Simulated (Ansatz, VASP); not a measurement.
**GeSb2 in VASP and in Ansatz**

```
CELL_PARAMETERS angstrom
5.39239 0.00000 0.00000
-2.69620 4.66995 0.00000
0.00000 0.00000 3.07774
ATOMIC_POSITIONS crystal
Ge 0.00000 0.00000 0.00000
Sb 0.33333 0.66667 0.50000
Sb 0.66667 0.33333 0.50000
```

Alike in both runs: functional PBE; k mesh 12 × 12 × 14; occupations gaussian, width 0.1 eV; no spin polarisation.

Ansatz relaxed the structure, and its values are those at the end. VASP's run is a single point on that final structure, the one shown.

|  | VASP | Ansatz |
| --- | --- | --- |
| version | VASP 6.6.1 | Ansatz 0.2.0 |
| potentials or method | VASP PAW PBE potentials, release 64 (Ge_d, Sb), cutoff 520 eV | scalar-relativistic, plane waves, PAW |
| valence electrons in the cell | 24 | 44 |

|  | VASP | Ansatz | Ansatz less VASP |
| --- | --- | --- | --- |
| gap on the k mesh at the Fermi level (eV) | none | none | - |
| pressure (GPa) | 0.0 | 0.0 | +0.03 |

A gap of «none» marks a metal or a gap that the smearing closes. VASP's potentials hold 24 valence electrons a cell and Ansatz's 44, so a difference there can come from the potentials and not from the codes.

Spin-orbit coupling is off throughout.
